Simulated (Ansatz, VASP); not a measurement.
One calculation of Re, two programs

Contents of INCAR:

```
SYSTEM = Re
PREC     = Accurate       ! precision mode
ENCUT    = 520            ! plane-wave cutoff, eV
EDIFF    = 1E-7           ! SCF threshold, eV
ISMEAR   = -1             ! smearing method
SIGMA    = 0.1            ! smearing width, eV
LREAL    = .FALSE.        ! projectors in reciprocal space
LASPH    = .TRUE.         ! aspherical terms in the spheres
NELM     = 60             ! most SCF steps
ALGO     = Normal         ! electronic algorithm
ISIF     = 2              ! what is computed and relaxed
LWAVE    = .FALSE.        ! write WAVECAR
LCHARG   = .FALSE.        ! write CHGCAR
GGA      = RP             ! functional
NBANDS   = 10             ! bands
```

File KPOINTS:

```
regular mesh
0
G
  14 14 14
  0 0 0
```

Contents of POSCAR:

```
Re
1.0
    2.5912420800      0.0000000000      0.0000000000
    0.0000000000      2.5912420800      0.0000000000
    0.0000000000      0.0000000000      2.5912420800
Re
1
Direct
    0.0000000000      0.0000000000      0.0000000000
```

Input for Ansatz:

```yaml
crystal:
  lattice:
    - [2.59124208, 0.0, 0.0]
    - [0.0, 2.59124208, 0.0]
    - [0.0, 0.0, 2.59124208]
  atoms:
    - { symbol: Re, position: [0.0, 0.0, 0.0] }
hamiltonian:
  xc: rpbe
  pseudopotentials:
    kind: paw
    azcp:
      Re: "pseudopotentials/Re.paw.azcp"
basis:
  ecutwfc: 420
  fft_grid_basis: typed
kpoints:
  mp_grid: { grid: [14, 14, 14], shift: [0, 0, 0] }
magnetization:
  spin_polarized: false
scf:
  occupations: { method: fermi_dirac, width: 0.1 }
  lower_state_search: "off"
output:
  stress: true
```

Alike in both runs: task single point; functional RPBE; k mesh 14 × 14 × 14; occupations fermi-dirac, width 0.1 eV; no spin polarisation.

```csv
,VASP,Ansatz
version,VASP 6.6.1,Ansatz 0.2.0
potentials or method,"VASP PAW PBE potentials, release 64 (Re), cutoff 520 eV","plane waves (420 eV) with PAW, scalar-relativistic"
valence electrons in the cell,7,15
```

Ansatz gave:

```
pressure (GPa) : -0.6
```

**Question.** Estimate VASP's values.

**Answer.** Pressure (GPa): -1.7.

VASP's potentials were made for PBE, not for RPBE. The functional is the same, so the differences come from potentials, cutoffs and numerics. VASP's potentials hold 7 valence electrons a cell and Ansatz's 15, so a difference there can come from the potentials and not from the codes.

Spin-orbit coupling is off throughout.
